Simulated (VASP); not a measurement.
Write the native input for VASP 6.6.1 that does the following.

| Quantity | Value |
| --- | --- |
| Task | relaxation of cell and atoms |
| Functional | PBEsol |
| Potentials or basis | VASP PAW PBE potentials, release 64 (Li_sv) |
| Cutoff | 600 eV |
| k mesh | 21 × 21 × 21 |
| Occupations | fermi-dirac, width 0.1 eV |
| Spin | no spin polarisation |
| Target pressure | 52 GPa |
| Dipole correction | no |
| Further INCAR settings | ALGO = Normal; EDIFF = 1e-06; IBRION = 2; EDIFFG = -0.005; NSW = 60; ISIF = 3 |

The structure of Li lies in POSCAR:

```
Li
1.0
   -1.2791231381      1.2791231381      1.2791231381
    1.2791231381     -1.2791231381      1.2791231381
    1.2791231381      1.2791231381     -1.2791231381
Li
1
Direct
    0.0000000000      0.0000000000      0.0000000000
```

The input as run:

INCAR

```
ALGO = Normal
EDIFF = 1E-6
EDIFFG = -0.005
ENCUT = 600
GGA = PS
IBRION = 2
ISIF = 3
ISMEAR = -1
LASPH = T
LCHARG = F
LREAL = F
LWAVE = F
NELM = 60
NSW = 60
PREC = Accurate
PSTRESS = 520.0
SIGMA = 0.1
```

KPOINTS

```
k-points
0
Gamma
  21 21 21
```

Potentials or basis: VASP PAW PBE potentials, release 64 (Li_sv).

Launch:

```bash
$ cat potpaw_PBE.64/Li_sv/POTCAR > POTCAR
$ mpirun -np 1 vasp_std > vasp.out
```

It gave:

The relaxed volume is 8.41 Å³/atom and the relaxed cell is a = 2.219 Å, b = 2.219 Å, c = 2.219 Å, α = 109.47°, β = 109.47°, γ = 109.47°. The space group after relaxing (to 0.1 Å) is Im-3m (No. 229) and the energy change on relaxing (the run minimises the enthalpy) is -11.8 meV/atom. The ionic steps are 2, the pressure after relaxing is 51.9 GPa and the band gap on the k mesh is zero (an odd number of electrons rules out a gap without spin polarisation).

Caveat: the cutoff is under 1.25 times the usual one of these potentials, so pressure, stress and relaxed cells hold a basis-set (Pulay) error; the cell is relaxed towards a set pressure, so the run minimises the enthalpy, not the energy; the PAW data sets were made with another functional, which shifts forces and pressure a little.

Wall time 8.2 s on 1 thread of Intel(R) Xeon(R) Platinum 8488C (Sapphire Rapids), on a shared host, peak memory 0.12 GiB.
